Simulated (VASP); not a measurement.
Set up this calculation in VASP 6.6.1, as the native input.

- Task: single point
- Functional: PBE
- Potentials or basis: VASP PAW PBE potentials, release 64 (B)
- Cutoff: 520 eV
- k mesh: 6 × 6 × 6
- Occupations: gaussian, width 0.1 eV
- Spin: no spin polarisation
- Dipole correction: no
- Further INCAR settings: ALGO = Normal; EDIFF = 1e-06; NBANDS = 14

The structure of B lies in POSCAR:

```
B
1.0
    1.4720123987     -2.6603902359      0.0000000000
    1.4720123987      2.6603902359      0.0000000000
    0.0000000000      0.0000000000      3.2633101331
B
4
Direct
    0.1562161174      0.8437838826      0.0902350394
    0.6562161174      0.3437838826      0.4097649606
    0.8437838826      0.1562161174      0.9097649606
    0.3437838826      0.6562161174      0.5902350394
```

One way to write it, as run:

INCAR

```
SYSTEM = B
PREC = Accurate
ENCUT = 520
EDIFF = 1E-6
ISMEAR = 0
SIGMA = 0.1
LREAL = .False.
LASPH = .True.
NELM = 60
ALGO = Normal
ISIF = 2
LWAVE = .False.
LCHARG = .True.
GGA = PE
LELF = .True.
LVHAR = .True.
NBANDS = 14
```

KPOINTS

```
Automatic mesh
0
Gamma
  6 6 6
  0 0 0
```

Potentials or basis: VASP PAW PBE potentials, release 64 (B).

Run with:

```bash
$ cat potpaw_PBE.64/B/POTCAR > POTCAR
$ mpirun -np 1 vasp_std > vasp.out
```

It gave:

```json
{
 "Pressure": "0.0 GPa",
 "Largest force": "0.007 eV/Å",
 "Band gap on the k mesh": "zero (bands 6 and 7 overlap by 0.98 eV)"
}
```

Caveat: the k points lie up to 0.41 Å⁻¹ apart, too coarse for converged energies and pressures of a metal.

Wall time 7 s on 1 thread of Intel(R) Xeon(R) 6975P-C (Granite Rapids), on a shared host, peak memory 0.13 GiB.
